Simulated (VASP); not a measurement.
# MoS2 in VASP: further runs

Runs on MoS2. Level: LDA. Tasks: single point.

Everything below comes from runs of VASP 6.6.1. Logs are shortened: lines on timing, memory, paths and dates and some standing lists are left out, and cuts for length are marked.

### Step 1. The cell of the first run

Symmetry: P-3m1, No. 164, trigonal system. Conventional cell: a = 3.227 Å, b = 3.227 Å, c = 6.312 Å, α = 90.00°, β = 90.00°, γ = 120.00°. Mo (site symmetry -3m) has 6 S at 2.42 Å and 6 Mo at 3.23 Å within 3.3 Å. S (site symmetry 3m) has 3 Mo at 2.42 Å and 6 S at 3.23 Å within 3.3 Å.

### Step 2. Single point, LDA

The input, INCAR:

```
ALGO = Normal
EDIFF = 1E-6
ENCUT = 520
GGA = CA
ISIF = 2
ISMEAR = -1
LASPH = True
LCHARG = False
LREAL = False
LWAVE = False
NBANDS = 20
NELM = 80
PREC = Accurate
SIGMA = 0.1
```

The input, KPOINTS:

```
k-points
0
Gamma
  12 12 6
```

The input, POSCAR:

```
MoS2
1.0
    3.2274645600      0.0000000000      0.0000000000
   -1.6137322800      2.7950663000      0.0000000000
    0.0000000000      0.0000000000      6.3124734200
Mo S
1 2
Direct
    0.0000000000      0.0000000000      0.5000000000
    0.3333333333      0.6666666667      0.2553193200
    0.6666666667      0.3333333333      0.7446806800
```

Potentials or basis: VASP PAW LDA potentials, release 64 (Mo_sv, S).

Command:

```
$ cat potpaw_LDA.64/Mo_sv/POTCAR potpaw_LDA.64/S/POTCAR > POTCAR
$ mpirun -np 1 vasp_std > vasp.out
```

OUTCAR:

```text
EDIFF = 1E-6
   ENCUT = 520
   GGA = CA
   ISIF = 2
   ISMEAR = -1
   LASPH = True
   LREAL = False
   NELM = 80
   PREC = Accurate

 ion  position               nearest neighbor table
   1  0.000  0.000  0.500-   2 2.42   3 2.42   3 2.42   2 2.42   3 2.42   2 2.42
   2  0.333  0.667  0.255-   1 2.42   1 2.42   1 2.42
   3  0.667  0.333  0.745-   1 2.42   1 2.42   1 2.42

  LATTYP: Found a hexagonal cell.
 ALAT       =     3.2274645600
 C/A-ratio  =     1.9558614208

  Lattice vectors:

 A1 = (   3.2274645600,   0.0000000000,   0.0000000000)
 A2 = (  -1.6137322800,   2.7950663000,   0.0000000000)
 A3 = (   0.0000000000,   0.0000000000,   6.3124734200)

Analysis of symmetry for initial positions (statically):
=====================================================================
 Subroutine PRICEL returns:
 Original cell was already a primitive cell.

 Routine SETGRP: Setting up the symmetry group for a
 hexagonal supercell.

 Subroutine GETGRP returns: Found 12 space group operations
 (whereof 12 operations were pure point group operations)
 out of a pool of 24 trial point group operations.

The static configuration has the point symmetry D_3d.

Analysis of symmetry for dynamics (positions and initial velocities):
=====================================================================
 Subroutine PRICEL returns:
 Original cell was already a primitive cell.

 Routine SETGRP: Setting up the symmetry group for a
 hexagonal supercell.

 Subroutine GETGRP returns: Found 12 space group operations
 (whereof 12 operations were pure point group operations)
 out of a pool of 24 trial point group operations.

The dynamic configuration has the point symmetry D_3d.

 Subroutine INISYM returns: Found 12 space group operations
 (whereof 12 operations are pure point group operations),
 and found     1 'primitive' translations

----------------------------------------------------------------------------------------

                                     Primitive cell

  volume of cell :      56.9447

  direct lattice vectors                    reciprocal lattice vectors
     3.227464560  0.000000000  0.000000000     0.309840738  0.178886633  0.000000000
    -1.613732280  2.795066300  0.000000000     0.000000000  0.357773266  0.000000000
     0.000000000  0.000000000  6.312473420     0.000000000  0.000000000  0.158416509

  length of vectors
     3.227464560  3.227464561  6.312473420     0.357773267  0.357773266  0.158416509

  position of ions in fractional coordinates (direct lattice)
     0.000000000  0.000000000  0.500000000
     0.333333333  0.666666667  0.255319320
     0.666666667  0.333333333  0.744680680

  ion indices of the primitive-cell ions
   primitive index   ion index
                 1           1
                 2           2
                 3           3

----------------------------------------------------------------------------------------

 KPOINTS: k-points

Automatic generation of k-mesh.
 Grid dimensions read from file:
 generate k-points for:   12   12    6

 Generating k-lattice:

  Cartesian coordinates                     Fractional coordinates (reciprocal lattice)
     0.025820061  0.014907219  0.000000000     0.083333333 -0.000000000  0.000000000
     0.000000000  0.029814439  0.000000000     0.000000000  0.083333333  0.000000000
     0.000000000  0.000000000  0.026402751     0.000000000  0.000000000  0.166666667

  Length of vectors
     0.029814439  0.029814439  0.026402751

  Shift w.r.t. Gamma in fractional coordinates (k-lattice)
     0.000000000  0.000000000  0.000000000

 Subroutine IBZKPT returns following result:
 ===========================================

 Found    100 irreducible k-points:

 Following reciprocal coordinates:
            Coordinates               Weight
  0.000000  0.000000  0.000000      1.000000
  0.083333 -0.000000  0.000000      6.000000
  0.166667  0.000000  0.000000      6.000000
  0.250000  0.000000  0.000000      6.000000
  0.333333  0.000000  0.000000      6.000000
  0.416667  0.000000  0.000000      6.000000
[... 16 lines left out ...]
  0.166667  0.000000  0.166667      6.000000
  0.000000  0.166667  0.166667      6.000000
 [... further k-points ...]
   k-points           NKPTS =    100   k-points in BZ     NKDIM =    100   number of bands    NBANDS=     20
   number of dos      NEDOS =    301   number of ions     NIONS =      3
   total plane-waves  NPLWV =  27648
   dimension x,y,z NGX =    24 NGY =   24 NGZ =   48
   dimension x,y,z NGXF=    48 NGYF=   48 NGZF=   96
   ions per type =               1   2
   NGX,Y,Z   is equivalent  to a cutoff of  12.36, 12.36, 12.64 a.u.
   NGXF,Y,Z  is equivalent  to a cutoff of  24.72, 24.72, 25.28 a.u.
 SYSTEM =  unknown system
   PREC   = accura    normal or accurate (medium, high low for compatibility)
   ISTART =      0    job   : 0-new  1-cont  2-samecut
   ICHARG =      2    charge: 1-file 2-atom 10-const
   ISPIN  =      1    spin polarized calculation?
   LNONCOLLINEAR =      F non collinear calculations
   LSORBIT =      F    spin-orbit coupling
   LASPH  =      T    aspherical Exc in radial PAW
   ENCUT  =  520.0 eV  38.22 Ry    6.18 a.u.   6.00  6.00 11.74*2*pi/ulx,y,z
   NELM   =     80;   NELMIN=  2; NELMDL= -5     # of ELM steps
   EDIFF  = 0.1E-05   stopping-criterion for ELM
   LREAL  =      F    real-space projection
   EDIFFG = 0.1E-04   stopping-criterion for IOM
   NSW    =      0    number of steps for IOM
   IBRION =     -1    ionic relax: 0-MD 1-quasi-New 2-CG
   NFREE  =      0    steps in history (QN), initial steepest desc. (CG)
   ISIF   =      2    stress and relaxation
   ISYM   =      2    0-nonsym 1-usesym 2-fastsym
   POTIM  = 0.5000    time-step for ionic-motion
   TEBEG  =    0.0;   TEEND  =   0.0 temperature during run
   PSTRESS=    0.0 pullay stress
   NELECT =      26.0000    total number of electrons
   NUPDOWN=      -1.0000    fix difference up-down
   EMIN   =  10.00;   EMAX   =-10.00  energy-range for DOS
   EFERMI =   0.00;   METHOD = LEGACY
   ISMEAR =    -1;   SIGMA  =   0.10  broadening in eV -4-tet -1-fermi 0-gaus
   EFERMI_NEDOS =   21; number of points for ismear=-14 and -15
   IALGO  =     38    algorithm
   IMIX   =      4    mixing-type and parameters
     AMIX     =   0.40;   BMIX     =  1.00
     AMIX_MAG =   1.60;   BMIX_MAG =  1.00
  volume/ion in A,a.u.               =      18.98       128.09
  Fermi-wavevector in a.u.,A,eV,Ry     =   1.260612  2.382212 21.621610  1.589144
  Thomas-Fermi vector in A             =   2.394113
   LORBIT       =      0    0 simple, 1 ext, 2 COOP (PROOUT), +10 PAW based schemes
   GGA     = CA    functional components
   LHFCALC =     F    Hartree Fock is set to
   AEXX    =    0.0000 exact exchange contribution
   IVDW    =     0    specifies the selected vdW correction
   LEPSILON=     F    determine dielectric tensor
   LRPA    =     F    only Hartree local field effects (RPA)
 non-spin polarized calculation
  energy-cutoff  :      520.00
  volume of cell :       56.94
 maximum number of plane-waves:      1560
   NGX = 13   NGY = 13   NGZ = 23

 number of electron      26.0000000 magnetization

 Free energy of the ion-electron system (eV)
  ---------------------------------------------------
  ext. energy  EPLUGINS =         0.00000000
  ---------------------------------------------------
  free energy    TOTEN  =       -23.56371251 eV

  energy without entropy =      -23.51831875  energy(sigma->0) =      -23.54101563

 E-fermi :   6.7440     XC(G=0): -10.7684

 val. band max:        6.7335970989   @ k =   0.2500   0.2500   0.5000
 cond. band min:       6.7572889089   @ k =   0.0833  -0.0000   0.1667
 fundamental gap:      0.0236918099
 Fermi energy:         6.7440237934

 k-point     1 :       0.0000    0.0000    0.0000
  band No.  band energies     occupation
      1     -54.6674      2.00000
      2     -28.8991      2.00000
      3     -28.8579      2.00000
      4     -28.8579      2.00000
      5      -7.9984      2.00000
      6      -6.5303      2.00000
[... 12 lines left out ...]
     19      12.7694      0.00000
     20      16.3123      0.00000

 k-point     2 :       0.0833   -0.0000    0.0000
  band No.  band energies     occupation
      1     -54.6652      2.00000
      2     -28.8947      2.00000
      3     -28.8805      2.00000
      4     -28.8631      2.00000
      5      -7.8927      2.00000
      6      -6.5084      2.00000
[... 12 lines left out ...]
     19      13.3225      0.00000
     20      15.9500      0.00000

 k-point     3 :       0.1667    0.0000    0.0000
  band No.  band energies     occupation
      1     -54.6593      2.00000
      2     -28.9422      2.00000
      3     -28.8826      2.00000
      4     -28.8772      2.00000
      5      -7.5910      2.00000
      6      -6.4465      2.00000
[... 12 lines left out ...]
     19      14.2394      0.00000
     20      15.6789      0.00000

 k-point     4 :       0.2500    0.0000    0.0000
  band No.  band energies     occupation
      1     -54.6512      2.00000
      2     -29.0253      2.00000
      3     -28.8965      2.00000
      4     -28.8660      2.00000
      5      -7.1459      2.00000
      6      -6.3500      2.00000
[... 12 lines left out ...]
     19      14.2823      0.00000
     20      14.8774      0.00000

 k-point     5 :       0.3333    0.0000    0.0000
  band No.  band energies     occupation
      1     -54.6431      2.00000
      2     -29.1073      2.00000
      3     -28.9157      2.00000
      4     -28.8494      2.00000
      5      -6.6872      2.00000
      6      -6.1899      2.00000
[... 12 lines left out ...]
     19      13.7433      0.00000
     20      14.4833      0.00000
[... 353 lines left out ...]
      6      -6.5747      2.00000
[... 12 lines left out ...]
     19      13.6416      0.00000
     20      15.8129      0.00000

 k-point    22 :       0.0000    0.0833    0.1667
  band No.  band energies     occupation
      1     -54.6652      2.00000
      2     -28.8947      2.00000
      3     -28.8805      2.00000
      4     -28.8631      2.00000
      5      -7.8526      2.00000
      6      -6.5764      2.00000
[... 12 lines left out ...]
     19      13.6167      0.00000
     20      16.0286      0.00000

 k-point    23 :       0.1667    0.0000    0.1667
  band No.  band energies     occupation
      1     -54.6593      2.00000
      2     -28.9422      2.00000
      3     -28.8826      2.00000
      4     -28.8772      2.00000
      5      -7.5572      2.00000
      6      -6.4973      2.00000
[... 12 lines left out ...]
     19      14.1902      0.00000
     20      15.3494      0.00000

 k-point    24 :       0.0000    0.1667    0.1667
  band No.  band energies     occupation
      1     -54.6593      2.00000
      2     -28.9422      2.00000
      3     -28.8826      2.00000
      4     -28.8772      2.00000
      5      -7.5487      2.00000
      6      -6.5115      2.00000
[... 12 lines left out ...]
     19      14.4696      0.00000
     20      15.9545      0.00000

 [... further k-points ...]

------------------------ aborting loop because EDIFF is reached ----------------------------------------

  FORCE on cell =-STRESS in cart. coord.  units (eV):
  Direction    XX          YY          ZZ          XY          YZ          ZX
  --------------------------------------------------------------------------------------
  -------------------------------------------------------------------------------------
  Total       -2.4139112     -2.4139112     -1.2907758      0.0000000      0.0000000      0.0000000
  in kB      -67.9170346    -67.9170347    -36.3168544      0.0000000      0.0000000      0.0000000
  external PRESSURE =     -57.3836412 kB  Pullay stress =       0.0000000 kB

 VOLUME and BASIS-vectors are now :
 -----------------------------------------------------------------------------
  energy-cutoff  :      520.00
  volume of cell :       56.94
      direct lattice vectors                 reciprocal lattice vectors
     3.227464560  0.000000000  0.000000000     0.309840738  0.178886633  0.000000000
    -1.613732280  2.795066300  0.000000000     0.000000000  0.357773266  0.000000000
     0.000000000  0.000000000  6.312473420     0.000000000  0.000000000  0.158416509

 POSITION                                       TOTAL-FORCE (eV/Angst)
 -----------------------------------------------------------------------------------
      0.00000      0.00000      3.15624        -0.000000      0.000000      0.000000
     -0.00000      1.86338      1.61170         0.000000     -0.000000      0.135514
      1.61373      0.93169      4.70078        -0.000000      0.000000     -0.135514
 -----------------------------------------------------------------------------------
    total drift:                                0.000000     -0.000000      0.000000

  FREE ENERGIE OF THE ION-ELECTRON SYSTEM (eV)
  ---------------------------------------------------
  free  energy   TOTEN  =       -23.5637125051 eV

  energy  without entropy=      -23.5183187464  energy(sigma->0) =      -23.54101563
```

It took 92 s on 1 thread of Intel Xeon 8259CL, shared host; peak memory 0.22 GiB.

Results:

```
Free energy            : -23.5637 eV
Pressure               : -5.7 GPa
Largest force          : 0.136 eV/Å
Band gap on the k mesh : zero (bands 13 and 14 overlap by 0.97 eV)
```

Forces on the atoms (eV/Å):
```
Mo   0.000  0.000  0.000
S    0.000  0.000  0.136
S    0.000  0.000 -0.136
```

Caveat: the cell stands under tension.

[end of part 1 of 2]
